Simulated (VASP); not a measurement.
Write the native input for VASP 6.6.1 that does the following.

- Task: density of states
- Functional: LDA
- Potentials or basis: VASP PAW LDA potentials, release 64 (Ir)
- Cutoff: 520 eV
- k mesh: 17 × 17 × 17
- Occupations: fermi-dirac, width 0.1 eV
- Spin: no spin polarisation
- Dipole correction: no
- k mesh for the DOS: 26 × 26 × 26
- Occupations for the DOS: tetrahedron
- Further INCAR settings: ALGO = Normal; EDIFF = 1e-07; NBANDS = 10

Crystal: Ir.

```
Ir
1.0
     0.00000    1.43850    1.43850
     1.43850    0.00000    1.43850
     1.43850    1.43850    0.00000
Ir
1
Direct
  0.00000 0.00000 0.00000
```

This cell differs from its parent crystal: volume scaled by 0.43.

These files were run (other wordings do the same):

POSCAR

```
Ir
1.0
    0.0000000000      1.4385020109      1.4385020109
    1.4385020109      0.0000000000      1.4385020109
    1.4385020109      1.4385020109      0.0000000000
Ir
1
Direct
    0.0000000000      0.0000000000      0.0000000000
```

INCAR.step1

```
ALGO = Normal ; EDIFF = 1E-7
ENCUT = 520 ; GGA = CA
ISIF = 2 ; ISMEAR = -1
LASPH = T ; LCHARG = T
LMAXMIX = 4 ; LREAL = F
LWAVE = F ; NBANDS = 10
NELM = 60 ; PREC = Accurate
SIGMA = 0.1
```

KPOINTS.step1

```
k-points
0
Gamma
  17 17 17
```

INCAR.step2

```
ALGO = Normal ; EDIFF = 1E-7
ENCUT = 520 ; GGA = CA
ICHARG = 11 ; ISIF = 2
ISMEAR = -5 ; LASPH = T
LCHARG = F ; LMAXMIX = 4
LORBIT = 10 ; LREAL = F
LWAVE = F ; NBANDS = 10
NEDOS = 2001 ; NELM = 60
PREC = Accurate ; SIGMA = 0.1
```

KPOINTS.step2

```
k-points
0
Gamma
  26 26 26
```

Potentials or basis: VASP PAW LDA potentials, release 64 (Ir).

The run is started by

```console
$ cat potpaw_LDA.64/Ir/POTCAR > POTCAR
$ cp INCAR.step1 INCAR
$ cp KPOINTS.step1 KPOINTS
$ mpirun -np 1 vasp_std > vasp.out
$ cp INCAR.step2 INCAR
$ cp KPOINTS.step2 KPOINTS
$ mpirun -np 1 vasp_std > vasp.out
```

Wall time 33 s on 1 thread of Intel Xeon 8259CL, with other jobs on the host, peak memory 0.15 GiB.
